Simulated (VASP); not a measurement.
# V (C2/m) in VASP: single point with PBE+U

Aim: the single point of V with PBE+U.

Program: VASP 6.6.1. These are calculated values, not measurements. Logs are shortened: lines on timing, memory, paths and dates and some standing lists are left out, and cuts for length are marked.

### Step 1. The cell of the first run

It takes space group C2/m (No. 12, monoclinic). Conventional cell: a = 3.024 Å, b = 4.414 Å, c = 2.433 Å, α = 90.00°, β = 123.20°, γ = 90.00°. V (site symmetry 2/m) has 14 V at 2.43 to 3.02 Å within 3.2 Å.

### Step 2. Single point, PBE+U, non-collinear spin, typed start (13.59 Å³/atom)

INCAR reads:

```
SYSTEM = V
PREC = Accurate ; ENCUT = 520
EDIFF = 1E-6 ; ISMEAR = 1
SIGMA = 0.2 ; LREAL = .FALSE.
LASPH = .TRUE. ; NELM = 150
ALGO = Normal ; ISIF = 2
LWAVE = .FALSE. ; LCHARG = .FALSE.
LNONCOLLINEAR = .TRUE. ; MAGMOM = 1.414 1.414 0 -1.414 -1.414 0
LORBIT = 11 ; LMAXMIX = 4
LDAU = .TRUE. ; LDAUTYPE = 2
LDAUL = 2 ; LDAUU = 2
LDAUJ = 0 ; LDAUPRINT = 1
GGA = PE ; NBANDS = 38
```

KPOINTS reads:

```
regular mesh
0
G
  9 9 5
  0 0 0
```

POSCAR reads:

```
V
1.0
    3.0213918716      0.1163730248      0.0000000000
   -1.4099139399      1.9832191172      0.0000000000
    0.0000000000      0.0000000000      4.4141471687
V
2
Direct
    0.2500005731      0.5000005556      0.2500000000
    0.7499994269      0.4999994444      0.7500000000
```

Potentials or basis: VASP PAW PBE potentials, release 64 (V_sv).

Run with:

```
$ cat potpaw_PBE.64/V_sv/POTCAR > POTCAR
$ mpirun -np 1 vasp_ncl > vasp.out
```

OUTCAR:

```text
SYSTEM = V
   PREC = Accurate
   ENCUT = 520
   EDIFF = 1E-6
   ISMEAR = 1
   LREAL = .FALSE.
   LASPH = .TRUE.
   NELM = 150
   ISIF = 2
   LNONCOLLINEAR = .TRUE.
   LORBIT = 11
   GGA = PE

 ion  position               nearest neighbor table
   1  0.250  0.500  0.250-   2 2.68   2 2.68   2 2.68   2 2.68
   2  0.750  0.500  0.750-   1 2.68   1 2.68   1 2.68   1 2.68

  Warning from LATTYP: Monoclinic adjustment (A1->A3, A2->A1, A3->A2)!
  Warning from LATTYP: Got some problem with cell dimensions!
  Tried to take original basis but could not verify dimensions!
  LATTYP: Found a simple monoclinic cell.
 ALAT       =     2.4333136635
 B/A-ratio  =     1.8140477469
 C/A-ratio  =     1.0877036145
 COS(beta)  =    -0.2937601021

  Lattice vectors:

 A1 = (  -1.4099139399,   1.9832191172,   0.0000000000)
 A2 = (   0.0000000000,   0.0000000000,  -4.4141471687)
 A3 = (  -1.6114779317,  -2.0995921420,   0.0000000000)

Analysis of symmetry for initial positions (statically):
=====================================================================
 Subroutine PRICEL returns following result:

  LATTYP: Found a base centered monoclinic cell.
 ALAT       =     3.0236361438
 B/A-ratio  =     1.4598804085
 C/A-ratio  =     0.8047640482
 COS(beta)  =    -0.5476221479

  Lattice vectors:

 A1 = (   1.5106978322,   0.0581888495,   2.2070735843)
 A2 = (   1.5106978322,   0.0581888495,  -2.2070735844)
 A3 = (  -1.4099139399,   1.9832191172,   0.0000000000)

   2 primitive cells build up your supercell.

 Routine SETGRP: Setting up the symmetry group for a
 simple monoclinic supercell.

 Subroutine GETGRP returns: Found  4 space group operations
 (whereof  2 operations were pure point group operations)
 out of a pool of  4 trial point group operations.

The static configuration has the point symmetry S_2 .
 The point group associated with its full space group is C_2h.

Analysis of symmetry for dynamics (positions and initial velocities):
=====================================================================
 Subroutine PRICEL returns following result:

  LATTYP: Found a base centered monoclinic cell.
 ALAT       =     3.0236361438
 B/A-ratio  =     1.4598804085
 C/A-ratio  =     0.8047640482
 COS(beta)  =    -0.5476221479

  Lattice vectors:

 A1 = (   1.5106978322,   0.0581888495,   2.2070735843)
 A2 = (   1.5106978322,   0.0581888495,  -2.2070735844)
 A3 = (  -1.4099139399,   1.9832191172,   0.0000000000)

   2 primitive cells build up your supercell.

 Routine SETGRP: Setting up the symmetry group for a
 simple monoclinic supercell.

 Subroutine GETGRP returns: Found  4 space group operations
 (whereof  2 operations were pure point group operations)
 out of a pool of  4 trial point group operations.

The dynamic configuration has the point symmetry S_2 .
 The point group associated with its full space group is C_2h.

Analysis of structural, dynamic, and magnetic symmetry:
=====================================================================
 Subroutine PRICEL returns:
 Original cell was already a primitive cell.

 Routine SETGRP: Setting up the symmetry group for a
 simple monoclinic supercell.

 Subroutine GETGRP returns: Found  4 space group operations
 (whereof  1 operations were pure point group operations)
 out of a pool of  4 trial point group operations.

The overall configuration has the point symmetry C_1 .
 The point group associated with its full space group is C_2h.

 Subroutine INISYM returns: Found  4 space group operations
 (whereof  1 operations are pure point group operations),
 and found     1 'primitive' translations
[... 143 lines left out ...]

 onsite density matrix

spin component  1

  0.3894 -0.0000  0.0388 -0.0000  0.0202     -0.0000  0.0000  0.0000 -0.0000  0.0000
 -0.0000  0.2503 -0.0000 -0.0044  0.0000     -0.0000 -0.0000 -0.0000  0.0000 -0.0000
  0.0388 -0.0000  0.3203  0.0000  0.0419     -0.0000  0.0000  0.0000  0.0000 -0.0000
 -0.0000 -0.0044  0.0000  0.3065  0.0000      0.0000 -0.0000 -0.0000 -0.0000 -0.0000
  0.0202  0.0000  0.0419  0.0000  0.2731     -0.0000  0.0000  0.0000  0.0000  0.0000
[... 19 lines left out ...]
  0.3894  0.0000  0.0388  0.0000  0.0202      0.0000 -0.0000 -0.0000  0.0000 -0.0000
  0.0000  0.2503  0.0000 -0.0044 -0.0000      0.0000  0.0000  0.0000  0.0000 -0.0000
  0.0388  0.0000  0.3203 -0.0000  0.0419      0.0000 -0.0000  0.0000 -0.0000 -0.0000
  0.0000 -0.0044 -0.0000  0.3065 -0.0000     -0.0000 -0.0000  0.0000  0.0000  0.0000
  0.0202 -0.0000  0.0419 -0.0000  0.2731      0.0000  0.0000  0.0000 -0.0000 -0.0000

 occupancies and eigenvectors

  o =  0.2485  v = -0.0122  0.0014  0.3622  0.0001 -0.6091  0.0091  0.0012 -0.2707  0.0001  0.4553      0.0000  0.0001 -0.0002  0.0000  0.0004  0.0080  0.0011 -0.2380  0.0001  0.4003
  o =  0.2486  v = -0.0124  0.0017  0.3603  0.0002 -0.6064 -0.0093 -0.0012  0.2715 -0.0001 -0.4570      0.0000 -0.0000  0.0003  0.0000 -0.0006 -0.0082 -0.0008  0.2394 -0.0001 -0.4030
  o =  0.2500  v =  0.0000  0.6512 -0.0007  0.0507  0.0012  0.0000 -0.3782 -0.0004 -0.0294  0.0007      0.0000  0.2076 -0.0003  0.0161  0.0004  0.0000 -0.6195 -0.0008 -0.0481  0.0013
  o =  0.2500  v = -0.0000 -0.6982  0.0008 -0.0544 -0.0014  0.0000 -0.6191 -0.0006 -0.0481  0.0010      0.0000  0.1981 -0.0003  0.0154  0.0005  0.0000 -0.2896 -0.0003 -0.0225  0.0005
  o =  0.3068  v = -0.0003  0.0164  0.0005 -0.2109  0.0003 -0.0002 -0.0425  0.0004  0.5470  0.0002      0.0000 -0.0599  0.0000  0.7690  0.0000 -0.0003  0.0188  0.0005 -0.2427  0.0003
  o =  0.3069  v =  0.0004 -0.0148 -0.0007  0.1900 -0.0004 -0.0002  0.0330  0.0004 -0.4253  0.0002      0.0000 -0.0442  0.0000  0.5674  0.0000 -0.0003 -0.0524  0.0004  0.6746  0.0002
  o =  0.3179  v =  0.3878  0.0001 -0.5417 -0.0003 -0.3299 -0.2764  0.0000  0.3861  0.0004  0.2351      0.0000  0.0000  0.0000 -0.0007 -0.0000 -0.2129  0.0001  0.2974 -0.0007  0.1811
  o =  0.3181  v =  0.3492  0.0000 -0.4873 -0.0000 -0.2966  0.3074 -0.0001 -0.4291  0.0006 -0.2612      0.0000 -0.0000 -0.0000  0.0008 -0.0000  0.2369 -0.0000 -0.3305 -0.0003 -0.2012
  o =  0.4161  v = -0.6273  0.0000 -0.3354  0.0000 -0.1868  0.4087  0.0000  0.2185  0.0001  0.1217      0.0000 -0.0000  0.0000 -0.0001 -0.0000  0.4086 -0.0000  0.2185 -0.0001  0.1217
  o =  0.4162  v =  0.5778 -0.0000  0.3094  0.0000  0.1720  0.4435 -0.0000  0.2374 -0.0001  0.1320      0.0000 -0.0000  0.0000 -0.0001 -0.0000  0.4434  0.0000  0.2374  0.0001  0.1320

atom =   2  type =  1  l = 2

 onsite density matrix

spin component  1

  0.3894  0.0000  0.0388  0.0000  0.0202     -0.0000 -0.0000  0.0000  0.0000  0.0000
  0.0000  0.2503  0.0000 -0.0044 -0.0000      0.0000 -0.0000  0.0000  0.0000  0.0000
  0.0388  0.0000  0.3203 -0.0000  0.0419     -0.0000 -0.0000  0.0000 -0.0000 -0.0000
  0.0000 -0.0044 -0.0000  0.3065 -0.0000     -0.0000 -0.0000  0.0000 -0.0000  0.0000
  0.0202 -0.0000  0.0419 -0.0000  0.2731     -0.0000 -0.0000  0.0000 -0.0000  0.0000
[... 19 lines left out ...]
  0.3894 -0.0000  0.0388 -0.0000  0.0202      0.0000  0.0000 -0.0000 -0.0000 -0.0000
 -0.0000  0.2503 -0.0000 -0.0044  0.0000     -0.0000  0.0000 -0.0000  0.0000  0.0000
  0.0388 -0.0000  0.3203  0.0000  0.0419      0.0000  0.0000  0.0000  0.0000 -0.0000
 -0.0000 -0.0044  0.0000  0.3065  0.0000      0.0000 -0.0000 -0.0000  0.0000 -0.0000
  0.0202  0.0000  0.0419  0.0000  0.2731      0.0000 -0.0000  0.0000  0.0000 -0.0000

 occupancies and eigenvectors

  o =  0.2485  v =  0.0122  0.0014 -0.3622  0.0001  0.6091  0.0091 -0.0012 -0.2707 -0.0001  0.4553      0.0000  0.0001  0.0002  0.0000 -0.0004  0.0080 -0.0011 -0.2380 -0.0001  0.4003
  o =  0.2486  v = -0.0124 -0.0017  0.3603 -0.0002 -0.6064  0.0093 -0.0012 -0.2715 -0.0001  0.4570      0.0000  0.0000  0.0003 -0.0000 -0.0006  0.0082 -0.0008 -0.2394 -0.0001  0.4030
  o =  0.2500  v =  0.0000 -0.6512 -0.0007 -0.0507  0.0012 -0.0000 -0.3782  0.0004 -0.0294 -0.0007      0.0000 -0.2076 -0.0003 -0.0161  0.0004 -0.0000 -0.6195  0.0008 -0.0481 -0.0013
  o =  0.2500  v =  0.0000 -0.6982 -0.0008 -0.0544  0.0014  0.0000  0.6191 -0.0006  0.0481  0.0010      0.0000  0.1981  0.0003  0.0154 -0.0005  0.0000  0.2896 -0.0003  0.0225  0.0005
  o =  0.3068  v =  0.0003  0.0164 -0.0005 -0.2109 -0.0003 -0.0002  0.0425  0.0004 -0.5470  0.0002      0.0000 -0.0599 -0.0000  0.7690 -0.0000 -0.0003 -0.0188  0.0005  0.2427  0.0003
  o =  0.3069  v = -0.0004 -0.0148  0.0007  0.1900  0.0004 -0.0002 -0.0330  0.0004  0.4253  0.0002      0.0000 -0.0442 -0.0000  0.5674 -0.0000 -0.0003  0.0524  0.0004 -0.6746  0.0002
  o =  0.3179  v =  0.3878 -0.0001 -0.5417  0.0003 -0.3299  0.2764  0.0000 -0.3861  0.0004 -0.2351      0.0000 -0.0000  0.0000  0.0007 -0.0000  0.2129  0.0001 -0.2974 -0.0007 -0.1811
  o =  0.3181  v = -0.3492  0.0000  0.4873 -0.0000  0.2966  0.3074  0.0001 -0.4291 -0.0006 -0.2612      0.0000 -0.0000  0.0000  0.0008  0.0000  0.2369  0.0000 -0.3305  0.0003 -0.2012
  o =  0.4161  v = -0.6273 -0.0000 -0.3354 -0.0000 -0.1868 -0.4087  0.0000 -0.2185  0.0001 -0.1217      0.0000  0.0000  0.0000  0.0001 -0.0000 -0.4086 -0.0000 -0.2185 -0.0001 -0.1217
  o =  0.4162  v =  0.5778  0.0000  0.3094 -0.0000  0.1720 -0.4435 -0.0000 -0.2374 -0.0001 -0.1320      0.0000  0.0000  0.0000  0.0001 -0.0000 -0.4434  0.0000 -0.2374  0.0001 -0.1320

 number of electron      26.0000001 magnetization      -0.0000000      0.0000000     -0.0001598

 Free energy of the ion-electron system (eV)
  ---------------------------------------------------
  ext. energy  EPLUGINS =         0.00000000
  ---------------------------------------------------
  free energy    TOTEN  =       -13.76912074 eV

  energy without entropy =      -13.77224519  energy(sigma->0) =      -13.77016222

 E-fermi :   9.8264     XC(G=0): -12.8665

 val. band max:        9.8210811665   @ k =   0.4444   0.1111   0.4000
 cond. band min:       9.8299897022   @ k =  -0.1111   0.2222   0.4000
 fundamental gap:      0.0089085357
 Fermi energy:         9.8264244466

 k-point     1 :       0.0000    0.0000    0.0000
  band No.  band energies     occupation
      1     -54.2856      1.00000
      2     -54.2855      1.00000
      3     -54.1380      1.00000
      4     -54.1380      1.00000
      5     -28.4412      1.00000
      6     -28.4411      1.00000
[... 973 lines left out ...]
     37      13.2644     -0.00000
     38      13.2646     -0.00000

 [... further k-points ...]

------------------------ aborting loop because EDIFF is reached ----------------------------------------

  FORCE on cell =-STRESS in cart. coord.  units (eV):
  Direction    XX          YY          ZZ          XY          YZ          ZX
  --------------------------------------------------------------------------------------
  -------------------------------------------------------------------------------------
  Total        0.6479583      0.7225070      0.5684361     -0.1066603      0.0000000      0.0000000
  in kB       38.2033142     42.5986729     33.5147254     -6.2886436      0.0000000      0.0000000
  external PRESSURE =      38.1055708 kB  Pullay stress =       0.0000000 kB

 VOLUME and BASIS-vectors are now :
 -----------------------------------------------------------------------------
  energy-cutoff  :      520.00
  volume of cell :       27.17
      direct lattice vectors                 reciprocal lattice vectors
     3.021391872  0.116373025  0.000000000     0.322152078  0.229024974  0.000000000
    -1.409913940  1.983219117  0.000000000    -0.018903515  0.490791795  0.000000000
     0.000000000  0.000000000  4.414147169     0.000000000  0.000000000  0.226544327

 POSITION                                       TOTAL-FORCE (eV/Angst)
 -----------------------------------------------------------------------------------
      0.05039      1.02070      1.10354         0.000000      0.000000      0.000000
      1.56109      1.07889      3.31061        -0.000000      0.000000      0.000000
 -----------------------------------------------------------------------------------
    total drift:                               -0.003294     -0.003917      0.000000

  FREE ENERGIE OF THE ION-ELECTRON SYSTEM (eV)
  ---------------------------------------------------
  free  energy   TOTEN  =       -13.7691207391 eV

  energy  without entropy=      -13.7722451851  energy(sigma->0) =      -13.77016222

 total charge

# of ion       s       p       d       tot
------------------------------------------
    1        2.345   6.232   3.049  11.626
    2        2.345   6.232   3.049  11.626
--------------------------------------------------
tot          4.690  12.463   6.099  23.252

 magnetization (x)

# of ion       s       p       d       tot
------------------------------------------
    1        0.000   0.000   0.000   0.000
    2       -0.000  -0.000  -0.000  -0.000
--------------------------------------------------
tot         -0.000   0.000   0.000   0.000

 magnetization (y)

# of ion       s       p       d       tot
------------------------------------------
    1        0.000   0.000   0.000   0.000
    2       -0.000  -0.000  -0.000  -0.000
--------------------------------------------------
tot          0.000   0.000   0.000   0.000

 magnetization (z)

# of ion       s       p       d       tot
------------------------------------------
    1       -0.000  -0.000  -0.000  -0.000
    2       -0.000  -0.000  -0.000  -0.000
--------------------------------------------------
tot         -0.000  -0.000  -0.000  -0.000
```

It took 2.2 min on 1 thread of Intel Xeon 6975P-C (Granite Rapids), shared host; peak memory 0.32 GiB.

What came out:

* Free energy: -13.7691 eV
* Pressure: 3.8 GPa
* Band gap on the k mesh: zero (bands 26 and 27 overlap by 2.65 eV)
* Net moment: 0.00 μB per cell
* Valence electrons inside the program's atomic spheres: V 11.63

Moments on the atoms (μB; x, y, z):
```
V   0.00 0.00 0.00
V   0.00 0.00 0.00
```

Caveat: the cell stands under pressure; the U is typed as a test and isn't derived for this compound. The state reached can hang on the start; a lower one may exist.
